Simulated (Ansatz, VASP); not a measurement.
## One calculation of AlN, two programs

Contents of INCAR:

```
PREC = Accurate
ENCUT = 520
EDIFF = 1E-6
ISMEAR = 0
SIGMA = 0.05
LREAL = False
LASPH = True
NELM = 100
ALGO = Normal
ISIF = 2
LWAVE = False
LCHARG = False
GGA = PE
NBANDS = 26
```

KPOINTS

```
Automatic mesh
0
Gamma
  8 8 3
```

Contents of POSCAR:

```
AlN
1.0
   -3.1110021516      0.0000000000      0.0000000000
   -1.5555010758     -2.6942068945      0.0000000000
    0.0000000000      0.0000000000      9.6560000000
Al N
4 4
Direct
    0.3333333333      0.3333333333      0.9318283969
    0.3333333333      0.3333333333      0.4162940141
    0.6666666667      0.6666666667      0.1585268227
    0.6666666667      0.6666666667      0.6740612055
    0.3333333333      0.3333333333      0.0992403687
    0.3333333333      0.3333333333      0.6147747514
    0.6666666667      0.6666666667      0.3570075601
    0.6666666667      0.6666666667      0.8725419428
```

Input for Ansatz:

```yaml
crystal:
  lattice:
    - [-3.1110021516, 0.0, 0.0]
    - [-1.5555010758, -2.6942068945, 0.0]
    - [0.0, 0.0, 9.656]
  atoms:
    - { symbol: Al, position: [0.3333333333, 0.3333333333, 0.9318283969] }
    - { symbol: Al, position: [0.3333333333, 0.3333333333, 0.4162940141] }
    - { symbol: Al, position: [0.6666666667, 0.6666666667, 0.1585268227] }
    - { symbol: Al, position: [0.6666666667, 0.6666666667, 0.6740612055] }
    - { symbol: "N", position: [0.3333333333, 0.3333333333, 0.0992403687] }
    - { symbol: "N", position: [0.3333333333, 0.3333333333, 0.6147747514] }
    - { symbol: "N", position: [0.6666666667, 0.6666666667, 0.3570075601] }
    - { symbol: "N", position: [0.6666666667, 0.6666666667, 0.8725419428] }
basis:
  ecutwfc: 420
kpoints:
  mp_grid: { grid: [8, 8, 3] }
hamiltonian:
  xc: pbe
scf:
  occupations: { method: gaussian, width: 0.05 }
output:
  forces: true
  stress: true
  eigenvalues: true
```

Alike in both runs: task single point; functional PBE; k mesh 8 × 8 × 3; occupations gaussian, width 0.05 eV; no spin polarisation.

|  | VASP | Ansatz |
| --- | --- | --- |
| version | VASP 6.6.1 | Ansatz 0.2.0 |
| potentials or method | VASP PAW PBE potentials, release 64 (Al, N), cutoff 520 eV | scalar-relativistic, plane waves, PAW |
| valence electrons in the cell | 32 | 32 |

```tsv
	VASP	Ansatz	Ansatz less VASP
gap on the k mesh at the Fermi level (eV)	4.36	4.35	-0.011
least direct gap on the mesh (eV)	4.36	4.35	-0.011
pressure (GPa)	14.0	14.2	+0.19
traceless stress, the component that is largest in VASP (GPa)	15.36	15.12	-0.240
rms of the force components (eV/Å)	2.199	2.183	-0.0159
```

Atom by atom the forces differ by 0.017 eV/Å (rms over components). With one functional, cell and mesh, what is left measures potentials, basis and numerics.
